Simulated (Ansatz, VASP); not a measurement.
**Ge in VASP and in Ansatz**

```
Ge
1.0
     3.04374    0.00000    0.00000
    -1.52187    2.63596    0.00000
     0.00000    0.00000    9.98047
Ge
4
Direct
  0.00000 0.00000 0.00000
  0.00000 0.00000 0.50000
  0.33333 0.66667 0.25000
  0.66667 0.33333 0.75000
```

Alike in both runs: functional RPBE; k mesh 12 × 12 × 4; occupations fermi-dirac, width 0.1 eV; no spin polarisation.

Ansatz relaxed the structure, and its values are those at the end. VASP's run is a single point on that final structure, the one shown.

|  | VASP | Ansatz |
| --- | --- | --- |
| version | VASP 6.6.1 | Ansatz 0.2.0 |
| potentials or method | VASP PAW PBE potentials, release 64 (Ge_d), cutoff 520 eV | plane waves (420 eV) with PAW, scalar-relativistic |
| valence electrons in the cell | 56 | 56 |

Ansatz gave:

```
pressure (GPa) : 0.0
```

Problem. Estimate VASP's values.

Solution. Pressure (GPa): -0.2.

VASP's potentials were made for PBE, not for RPBE.
